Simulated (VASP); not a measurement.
# In (P6_3/mmc) in VASP: single point with PBE

Aim: the single point of In with PBE.

Everything below comes from runs of VASP 6.6.1. Logs are shortened: lines on timing, memory, paths and dates and some standing lists are left out, and cuts for length are marked.

## 1. The cell of the first run

It takes space group P6_3/mmc (No. 194, hexagonal). The conventional cell has a = 3.398 Å, b = 3.398 Å, c = 5.543 Å, α = 90.00°, β = 90.00°, γ = 120.00°. In (site symmetry -6m2) has 12 In at 3.40 Å within 4.5 Å.

This isn't the form of In at room conditions, which is tetragonal.

## 2. Single point, PBE

Contents of INCAR:

```
SYSTEM = In
ALGO     = Fast           ! electronic algorithm
EDIFF    = 1E-7           ! SCF threshold, eV
ENCUT    = 520            ! plane-wave cutoff, eV
GGA      = PE             ! functional
ISIF     = 2              ! what is computed and relaxed
ISMEAR   = 0              ! smearing method
LASPH    = .TRUE.         ! aspherical terms in the spheres
LCHARG   = .TRUE.         ! write CHGCAR
LELF     = .TRUE.         ! ELF
LREAL    = .FALSE.        ! projectors in reciprocal space
LVHAR    = .TRUE.       
LWAVE    = .FALSE.        ! write WAVECAR
NBANDS   = 20             ! bands
NELM     = 100            ! most SCF steps
PREC     = Accurate       ! precision mode
SIGMA    = 0.1            ! smearing width, eV
```

Contents of KPOINTS:

```
k-points
0
G
  15 15 8
  0 0 0
```

Contents of POSCAR:

```
In
1.0
    3.3984182153     -0.0000000001      0.0000000000
   -1.6992091076      2.9431165072      0.0000000000
    0.0000000000      0.0000000000      5.5432601119
In
2
Direct
    0.3333333333      0.6666666667      0.2500000000
    0.6666666667      0.3333333333      0.7500000000
```

Potentials or basis: VASP PAW PBE potentials, release 64 (In_d).

Command:

```bash
cat potpaw_PBE.64/In_d/POTCAR > POTCAR
mpirun -np 1 vasp_std > vasp.out
```

OUTCAR:

```text
SYSTEM = In
   EDIFF = 1E-7
   ENCUT = 520
   GGA = PE
   ISIF = 2
   ISMEAR = 0
   LASPH = .TRUE.
   LREAL = .FALSE.
   NELM = 100
   PREC = Accurate

 ion  position               nearest neighbor table
   1  0.333  0.667  0.250-   2 3.40   2 3.40   2 3.40   2 3.40   2 3.40   2 3.40
   2  0.667  0.333  0.750-   1 3.40   1 3.40   1 3.40   1 3.40   1 3.40   1 3.40

  LATTYP: Found a hexagonal cell.
 ALAT       =     3.3984182153
 C/A-ratio  =     1.6311294728

  Lattice vectors:

 A1 = (   3.3984182153,  -0.0000000001,   0.0000000000)
 A2 = (  -1.6992091076,   2.9431165072,   0.0000000000)
 A3 = (   0.0000000000,   0.0000000000,   5.5432601119)

Analysis of symmetry for initial positions (statically):
=====================================================================
 Subroutine PRICEL returns:
 Original cell was already a primitive cell.

 Routine SETGRP: Setting up the symmetry group for a
 hexagonal supercell.

 Subroutine GETGRP returns: Found 24 space group operations
 (whereof 12 operations were pure point group operations)
 out of a pool of 24 trial point group operations.

The static configuration has the point symmetry D_3d.
 The point group associated with its full space group is D_6h.

Analysis of symmetry for dynamics (positions and initial velocities):
=====================================================================
 Subroutine PRICEL returns:
 Original cell was already a primitive cell.

 Routine SETGRP: Setting up the symmetry group for a
 hexagonal supercell.

 Subroutine GETGRP returns: Found 24 space group operations
 (whereof 12 operations were pure point group operations)
 out of a pool of 24 trial point group operations.

The dynamic configuration has the point symmetry D_3d.
 The point group associated with its full space group is D_6h.

 Subroutine INISYM returns: Found 24 space group operations
 (whereof 12 operations are pure point group operations),
 and found     1 'primitive' translations

----------------------------------------------------------------------------------------

                                     Primitive cell

  volume of cell :      55.4434

  direct lattice vectors                    reciprocal lattice vectors
     3.398418215 -0.000000000  0.000000000     0.294254543  0.169887940  0.000000000
    -1.699209108  2.943116507  0.000000000     0.000000000  0.339775880  0.000000000
     0.000000000  0.000000000  5.543260112     0.000000000  0.000000000  0.180399256

  length of vectors
     3.398418215  3.398418215  5.543260112     0.339775880  0.339775880  0.180399256

  position of ions in fractional coordinates (direct lattice)
     0.333333333  0.666666667  0.250000000
     0.666666667  0.333333333  0.750000000

  ion indices of the primitive-cell ions
   primitive index   ion index
                 1           1
                 2           2

----------------------------------------------------------------------------------------

 KPOINTS: k-points

Automatic generation of k-mesh.
 Grid dimensions read from file:
 generate k-points for:   15   15    8

 Generating k-lattice:

  Cartesian coordinates                     Fractional coordinates (reciprocal lattice)
     0.019616970  0.011325863  0.000000000     0.066666667  0.000000000  0.000000000
     0.000000000  0.022651725  0.000000000     0.000000000  0.066666667  0.000000000
     0.000000000  0.000000000  0.022549907     0.000000000  0.000000000  0.125000000

  Length of vectors
     0.022651725  0.022651725  0.022549907

  Shift w.r.t. Gamma in fractional coordinates (k-lattice)
     0.000000000  0.000000000  0.000000000

 Subroutine IBZKPT returns following result:
 ===========================================

 Found    135 irreducible k-points:

 Following reciprocal coordinates:
            Coordinates               Weight
  0.000000  0.000000  0.000000      1.000000
  0.066667 -0.000000  0.000000      6.000000
  0.133333 -0.000000  0.000000      6.000000
  0.200000 -0.000000  0.000000      6.000000
  0.266667 -0.000000  0.000000      6.000000
  0.333333 -0.000000  0.000000      6.000000
[... 16 lines left out ...]
  0.333333  0.200000  0.000000     12.000000
  0.400000  0.200000  0.000000      6.000000
 [... further k-points ...]
   k-points           NKPTS =    135   k-points in BZ     NKDIM =    135   number of bands    NBANDS=     20
   number of dos      NEDOS =    301   number of ions     NIONS =      2
   total plane-waves  NPLWV =  32928
   dimension x,y,z NGX =    28 NGY =   28 NGZ =   42
   dimension x,y,z NGXF=    56 NGYF=   56 NGZF=   84
   ions per type =               2
   NGX,Y,Z   is equivalent  to a cutoff of  13.70, 13.70, 12.60 a.u.
   NGXF,Y,Z  is equivalent  to a cutoff of  27.39, 27.39, 25.19 a.u.
 SYSTEM =  In
   PREC   = accura    normal or accurate (medium, high low for compatibility)
   ISTART =      0    job   : 0-new  1-cont  2-samecut
   ICHARG =      2    charge: 1-file 2-atom 10-const
   ISPIN  =      1    spin polarized calculation?
   LNONCOLLINEAR =      F non collinear calculations
   LSORBIT =      F    spin-orbit coupling
   LASPH  =      T    aspherical Exc in radial PAW
   ENCUT  =  520.0 eV  38.22 Ry    6.18 a.u.   6.32  6.32 10.31*2*pi/ulx,y,z
   NELM   =    100;   NELMIN=  2; NELMDL= -5     # of ELM steps
   EDIFF  = 0.1E-06   stopping-criterion for ELM
   LREAL  =      F    real-space projection
   EDIFFG = 0.1E-05   stopping-criterion for IOM
   NSW    =      0    number of steps for IOM
   IBRION =     -1    ionic relax: 0-MD 1-quasi-New 2-CG
   NFREE  =      0    steps in history (QN), initial steepest desc. (CG)
   ISIF   =      2    stress and relaxation
   ISYM   =      2    0-nonsym 1-usesym 2-fastsym
   POTIM  = 0.5000    time-step for ionic-motion
   TEBEG  =    0.0;   TEEND  =   0.0 temperature during run
   PSTRESS=    0.0 pullay stress
   NELECT =      26.0000    total number of electrons
   NUPDOWN=      -1.0000    fix difference up-down
   EMIN   =  10.00;   EMAX   =-10.00  energy-range for DOS
   EFERMI =   0.00;   METHOD = LEGACY
   ISMEAR =     0;   SIGMA  =   0.10  broadening in eV -4-tet -1-fermi 0-gaus
   EFERMI_NEDOS =   21; number of points for ismear=-14 and -15
   IALGO  =     68    algorithm
   IMIX   =      4    mixing-type and parameters
     AMIX     =   0.40;   BMIX     =  1.00
     AMIX_MAG =   1.60;   BMIX_MAG =  1.00
  volume/ion in A,a.u.               =      27.72       187.08
  Fermi-wavevector in a.u.,A,eV,Ry     =   1.271890  2.403523 22.010190  1.617703
  Thomas-Fermi vector in A             =   2.404798
   LORBIT       =      0    0 simple, 1 ext, 2 COOP (PROOUT), +10 PAW based schemes
   GGA     = PE    functional components
   LHFCALC =     F    Hartree Fock is set to
   AEXX    =    0.0000 exact exchange contribution
   IVDW    =     0    specifies the selected vdW correction
   LEPSILON=     F    determine dielectric tensor
   LRPA    =     F    only Hartree local field effects (RPA)
 non-spin polarized calculation
 RMM-DIIS sequential band-by-band and
 Gauss-broadening in eV      SIGMA  =   0.10
  energy-cutoff  :      520.00
  volume of cell :       55.44
 maximum number of plane-waves:      1520
 NGX is ok and might be reduce to    28
   NGX = 13   NGY = 13   NGZ = 21

 number of electron      26.0000007 magnetization

 Free energy of the ion-electron system (eV)
  ---------------------------------------------------
  ext. energy  EPLUGINS =         0.00000000
  ---------------------------------------------------
  free energy    TOTEN  =        -5.11388327 eV

  energy without entropy =       -5.10929423  energy(sigma->0) =       -5.11158875

 E-fermi :   6.9000     XC(G=0):  -9.9817

 val. band max:        6.8897693835   @ k =   0.4667   0.0667   0.1250
 cond. band min:       6.9447510244   @ k =   0.4000   0.0667   0.2500
 fundamental gap:      0.0549816409
 Fermi energy:         6.8999931065

 k-point     1 :       0.0000    0.0000    0.0000
  band No.  band energies     occupation
      1      -7.7424      2.00000
      2      -7.6933      2.00000
      3      -7.6679      2.00000
      4      -7.6679      2.00000
      5      -7.6437      2.00000
      6      -7.6437      2.00000
[... 12 lines left out ...]
     19      17.5644      0.00000
     20      17.8568      0.00000

 k-point     2 :       0.0667   -0.0000    0.0000
  band No.  band energies     occupation
      1      -7.7377      2.00000
      2      -7.6971      2.00000
      3      -7.6603      2.00000
      4      -7.6571      2.00000
      5      -7.6427      2.00000
      6      -7.6334      2.00000
[... 12 lines left out ...]
     19      17.9338      0.00000
     20      18.3079      0.00000

 k-point     3 :       0.1333   -0.0000    0.0000
  band No.  band energies     occupation
      1      -7.7393      2.00000
      2      -7.6943      2.00000
      3      -7.6514      2.00000
      4      -7.6270      2.00000
      5      -7.6264      2.00000
      6      -7.6189      2.00000
[... 12 lines left out ...]
     19      17.1061      0.00000
     20      18.5723      0.00000

 k-point     4 :       0.2000   -0.0000    0.0000
  band No.  band energies     occupation
      1      -7.7621      2.00000
      2      -7.6767      2.00000
      3      -7.6499      2.00000
      4      -7.6460      2.00000
      5      -7.6291      2.00000
      6      -7.5868      2.00000
[... 12 lines left out ...]
     19      16.6827      0.00000
     20      18.2228      0.00000

 k-point     5 :       0.2667   -0.0000    0.0000
  band No.  band energies     occupation
      1      -7.7916      2.00000
      2      -7.6803      2.00000
      3      -7.6799      2.00000
      4      -7.6469      2.00000
      5      -7.6256      2.00000
      6      -7.5385      2.00000
[... 12 lines left out ...]
     19      16.0726      0.00000
     20      17.7886      0.00000

 k-point     6 :       0.3333   -0.0000    0.0000
  band No.  band energies     occupation
      1      -7.8195      2.00000
      2      -7.7156      2.00000
      3      -7.6924      2.00000
      4      -7.6630      2.00000
      5      -7.5956      2.00000
      6      -7.5456      2.00000
[... 12 lines left out ...]
     19      15.5264      0.00000
     20      17.3436      0.00000

 k-point     7 :       0.4000   -0.0000    0.0000
  band No.  band energies     occupation
      1      -7.8411      2.00000
      2      -7.7445      2.00000
      3      -7.7038      2.00000
      4      -7.6751      2.00000
      5      -7.5720      2.00000
      6      -7.5631      2.00000
[... 12 lines left out ...]
     19      15.1331      0.00000
     20      17.0255      0.00000
[... 277 lines left out ...]
 k-point    20 :       0.4000    0.1333    0.0000
  band No.  band energies     occupation
      1      -7.8053      2.00000
      2      -7.7709      2.00000
      3      -7.6731      2.00000
      4      -7.6700      2.00000
      5      -7.5784      2.00000
      6      -7.5631      2.00000
[... 12 lines left out ...]
     19      14.8000      0.00000
     20      16.6035      0.00000

 k-point    21 :       0.2000    0.2000    0.0000
  band No.  band energies     occupation
      1      -7.7247      2.00000
      2      -7.7222      2.00000
      3      -7.7177      2.00000
      4      -7.6625      2.00000
      5      -7.5875      2.00000
      6      -7.5547      2.00000
[... 12 lines left out ...]
     19      14.7456      0.00000
     20      18.6941      0.00000

 k-point    22 :       0.2667    0.2000    0.0000
  band No.  band energies     occupation
      1      -7.7545      2.00000
      2      -7.7377      2.00000
      3      -7.6831      2.00000
      4      -7.6632      2.00000
      5      -7.5760      2.00000
      6      -7.5648      2.00000
[... 12 lines left out ...]
     19      14.0539      0.00000
     20      18.7114      0.00000

 k-point    23 :       0.3333    0.2000    0.0000
  band No.  band energies     occupation
      1      -7.7748      2.00000
      2      -7.7497      2.00000
      3      -7.6596      2.00000
      4      -7.6529      2.00000
      5      -7.5823      2.00000
      6      -7.5661      2.00000
[... 12 lines left out ...]
     19      13.7068      0.00000
     20      18.5486      0.00000

 k-point    24 :       0.4000    0.2000    0.0000
  band No.  band energies     occupation
      1      -7.7820      2.00000
      2      -7.7539      2.00000
      3      -7.6570      2.00000
      4      -7.6416      2.00000
      5      -7.5898      2.00000
      6      -7.5574      2.00000
[... 12 lines left out ...]
     19      13.6004      0.00000
     20      18.4893      0.00000

 [... further k-points ...]

------------------------ aborting loop because EDIFF is reached ----------------------------------------

  FORCE on cell =-STRESS in cart. coord.  units (eV):
  Direction    XX          YY          ZZ          XY          YZ          ZX
  --------------------------------------------------------------------------------------
  -------------------------------------------------------------------------------------
  Total       -0.0165973     -0.0165973     -0.0265181      0.0000000      0.0000000      0.0000000
  in kB       -0.4796204     -0.4796204     -0.7663075      0.0000000      0.0000000      0.0000000
  external PRESSURE =      -0.5751827 kB  Pullay stress =       0.0000000 kB

 VOLUME and BASIS-vectors are now :
 -----------------------------------------------------------------------------
  energy-cutoff  :      520.00
  volume of cell :       55.44
      direct lattice vectors                 reciprocal lattice vectors
     3.398418215 -0.000000000  0.000000000     0.294254543  0.169887940  0.000000000
    -1.699209108  2.943116507  0.000000000     0.000000000  0.339775880  0.000000000
     0.000000000  0.000000000  5.543260112     0.000000000  0.000000000  0.180399256

 POSITION                                       TOTAL-FORCE (eV/Angst)
 -----------------------------------------------------------------------------------
     -0.00000      1.96208      1.38582         0.000000      0.000000      0.000000
      1.69921      0.98104      4.15745        -0.000000     -0.000000      0.000000
 -----------------------------------------------------------------------------------
    total drift:                                0.000000     -0.000000      0.000000

  FREE ENERGIE OF THE ION-ELECTRON SYSTEM (eV)
  ---------------------------------------------------
  free  energy   TOTEN  =        -5.1138832705 eV

  energy  without entropy=       -5.1092942321  energy(sigma->0) =       -5.11158875
```

Wall time 81 s (1 thread of Intel Xeon 6975P-C (Granite Rapids), shared host); peak memory 0.26 GiB.

What came out:

```yaml
Free_energy: -5.1139 eV
Pressure: -0.1 GPa
Band_gap_on_the_k_mesh: zero (bands 13 and 14 overlap by 5.90 eV)
```

Caveat: spin-orbit coupling is left out, which moves the levels of the heavy elements.
